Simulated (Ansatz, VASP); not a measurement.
## InAs: VASP beside Ansatz

Contents of INCAR:

```
SYSTEM = InAs
ALGO = Normal
EDIFF = 1E-6
ENCUT = 520
GGA = PS
ISIF = 2
ISMEAR = 0
LASPH = .TRUE.
LCHARG = .FALSE.
LREAL = .FALSE.
LWAVE = .FALSE.
NBANDS = 16
NELM = 80
PREC = Accurate
SIGMA = 0.15
```

The input KPOINTS:

```
k-points
0
G
  14 14 14
  0 0 0
```

POSCAR

```
InAs
1.0
    0.0000000000      3.6108632225      3.0100560374
    3.0100560374      0.0000000000      3.0100560374
    3.0100560374      3.6108632225      0.0000000000
In As
1 1
Direct
    0.0000000000      0.0000000000      0.0000000000
    0.7500000000      0.7500000000      0.7500000000
```

Input for Ansatz:

```yaml
crystal:
  lattice:
    - [0.0, 3.6108632225, 3.0100560374]
    - [3.0100560374, 0.0, 3.0100560374]
    - [3.0100560374, 3.6108632225, 0.0]
  atoms:
    - { symbol: In, position: [0.0, 0.0, 0.0] }
    - { symbol: As, position: [0.75, 0.75, 0.75] }
basis:
  ecutwfc: 420
kpoints:
  mp_grid: { grid: [14, 14, 14] }
hamiltonian:
  xc: pbesol
  pseudopotentials: { kind: paw, azcp: { folder: soft_1 } }
scf:
  occupations: { method: gaussian, width: 0.15 }
output:
  forces: true
  stress: true
  eigenvalues: true
```

Alike in both runs: task single point; functional PBEsol; k mesh 14 × 14 × 14; occupations gaussian, width 0.15 eV; no spin polarisation.

|  | VASP | Ansatz |
| --- | --- | --- |
| version | VASP 6.6.1 | Ansatz 0.2.0 |
| potentials or method | VASP PAW PBE potentials, release 64 (In_d, As), cutoff 520 eV | scalar-relativistic, plane waves, PAW |
| valence electrons in the cell | 18 | 28 |

|  | VASP | Ansatz | Ansatz less VASP |
| --- | --- | --- | --- |
| gap on the k mesh at the Fermi level (eV) | none | none | - |
| pressure (GPa) | -5.9 | -5.9 | -0.02 |
| traceless stress, the component that is largest in VASP (GPa) | -5.11 | -5.11 | -0.001 |

VASP's potentials were made for PBE, not for PBEsol, and Ansatz warns of the same on its side. A gap of «none» marks a metal or a gap that the smearing closes. VASP's potentials hold 18 valence electrons a cell and Ansatz's 28, so a difference there can come from the potentials and not from the codes.
